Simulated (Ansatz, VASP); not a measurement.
## WSe: VASP beside Ansatz

Contents of INCAR:

```
SYSTEM = WSe
PREC = Accurate
ENCUT = 520
EDIFF = 1E-7
ISMEAR = 0
SIGMA = 0.1
LREAL = .False.
LASPH = .True.
NELM = 150
ALGO = Normal
ISIF = 2
LWAVE = .False.
LCHARG = .False.
ISPIN = 2
MAGMOM = 0 0
LORBIT = 11
LMAXMIX = 4
GGA = PE
NBANDS = 21
```

The input KPOINTS:

```
regular mesh
0
Gamma
  6 6 6
  0 0 0
```

The input POSCAR:

```
WSe
1.0
    1.8702341900      1.0797802100      3.0813784500
   -1.8702341900      1.0797802100      3.0813784500
    0.0000000000     -2.1595604200      3.0813784500
W Se
1 1
Direct
    0.5000000000      0.5000000000      0.5000000000
    0.0000000000      0.0000000000      0.0000000000
```

Input for Ansatz:

```yaml
crystal:
  lattice:
    - [1.87023419, 1.07978021, 3.08137845]
    - [-1.87023419, 1.07978021, 3.08137845]
    - [0.0, -2.15956042, 3.08137845]
  atoms:
    - { symbol: W, position: [0.5, 0.5, 0.5] }
    - { symbol: Se, position: [0.0, 0.0, 0.0] }
basis:
  ecutwfc: 420
kpoints:
  mp_grid: { grid: [6, 6, 6] }
hamiltonian:
  xc: pbe
scf:
  occupations: { method: gaussian, width: 0.1 }
  lower_state_search: "off"
output:
  forces: true
  stress: true
  eigenvalues: true
  populations: true
magnetization:
  spin_polarized: true
```

Alike in both runs: task single point; functional PBE; k mesh 6 × 6 × 6; occupations gaussian, width 0.1 eV; collinear spin.

|  | VASP | Ansatz |
| --- | --- | --- |
| version | VASP 6.6.1 | Ansatz 0.2.0 |
| potentials or method | VASP PAW PBE potentials, release 64 (W_sv, Se), cutoff 520 eV | scalar-relativistic, plane waves, PAW |
| valence electrons in the cell | 20 | 30 |

VASP gave:

- gap on the k mesh at the Fermi level (eV): none
- pressure (GPa): -5.0
- traceless stress, the component that is largest in VASP (GPa): 0.38

**Question.** Estimate Ansatz's values.

**Answer.** gap on the k mesh at the Fermi level (eV): none; pressure (GPa): -5.3; traceless stress, the component that is largest in VASP (GPa): 0.39.

A gap of «none» marks a metal or a gap that the smearing closes. With one functional, cell and mesh, what is left measures potentials, basis and numerics. VASP's potentials hold 20 valence electrons a cell and Ansatz's 30, so a difference there can come from the potentials and not from the codes. Ansatz's warnings: no starting moments, stability check not made.

Spin-orbit coupling is off throughout.
